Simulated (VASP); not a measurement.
A run of VASP 6.6.1 is set up as follows.

Contents of POSCAR:

```
Bi
1.0
    2.2675000000      1.3091417354      3.9380000000
   -2.2675000000      1.3091417354      3.9380000000
    0.0000000000     -2.6182834708      3.9380000000
Bi
2
Direct
    0.7660000000      0.7660000000      0.7660000000
    0.2340000000      0.2340000000      0.2340000000
```

Contents of INCAR.step1:

```
SYSTEM = Bi
  PREC = Accurate
  ENCUT = 600
  ISMEAR = -1
  SIGMA = 0.05
  LREAL = .False.
  LASPH = .True.
  NELM = 100
  GGA = PE
  ALGO = Normal
  EDIFF = 1E-4
  LWAVE = .True.
  LCHARG = .False.
```

Contents of INCAR.step2:

```
SYSTEM = Bi
  PREC = Accurate
  ENCUT = 600
  EDIFF = 1E-7
  ISMEAR = -1
  SIGMA = 0.05
  LREAL = .False.
  LASPH = .True.
  NELM = 100
  ALGO = Normal
  ISIF = 3
  LWAVE = .False.
  LCHARG = .False.
  METAGGA = R2SCAN
  LMIXTAU = .True.
  IBRION = 2
  NSW = 60
  EDIFFG = -0.01
  PSTRESS = 20.0
  ISTART = 1
```

Contents of KPOINTS:

```
regular mesh
0
Gamma
  7 7 7
  0 0 0
```

Potentials or basis: VASP PAW PBE potentials, release 64 (Bi_d).

Run with:

```console
$ cat potpaw_PBE.64/Bi_d/POTCAR > POTCAR
$ cp INCAR.step1 INCAR
$ mpirun -np 1 vasp_std > vasp.out
$ cp INCAR.step2 INCAR
$ mpirun -np 1 vasp_std > vasp.out
```

(1) Estimate the relaxed volume.

(2) What does it give for the relaxed cell?

Results:

(1) 34.39 Å³/atom.

(2) a = 4.693 Å, b = 4.693 Å, c = 4.693 Å, α = 57.45°, β = 57.45°, γ = 57.45°.

Caveat: the cell is relaxed towards a set pressure, so the enthalpy falls and the energy may rise; the PAW data sets were made with another functional, which shifts forces and pressure a little.
